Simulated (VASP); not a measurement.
A run of VASP 6.6.1:

Contents of INCAR:

```
PREC = Accurate ; ENCUT = 520
EDIFF = 1E-6 ; ISMEAR = 1
SIGMA = 1.0 ; LREAL = False
LASPH = True ; NELM = 80
ALGO = Normal ; ISIF = 2
LWAVE = False ; LCHARG = True
LELF = True ; LVHAR = True
NBANDS = 9
```

Contents of KPOINTS:

```
regular mesh
0
Gamma
  12 12 6
```

Contents of POSCAR:

```
Mg
1.0
    3.1325008903      0.0000000000      0.0000000000
   -1.5662504451      2.7128253484      0.0000000000
    0.0000000000      0.0000000000      5.0848940941
Mg
2
Direct
    0.3333333333      0.6666666667      0.2500000000
    0.6666666667      0.3333333333      0.7500000000
```

Potentials or basis: VASP PAW LDA potentials, release 64 (Mg).

Run with:

```bash
$ cat potpaw_LDA.64/Mg/POTCAR > POTCAR
$ mpirun -np 1 vasp_std > vasp.out
```

Hardware: 1 thread of AMD EPYC 7R13 (shared host).

**Question.** Estimate the wall time of this run.

**Answer.** It took 34 s on 1 thread of AMD EPYC 7R13, with other jobs on the host, peak memory 0.13 GiB. Counts: scf iterations 9, k points 76.
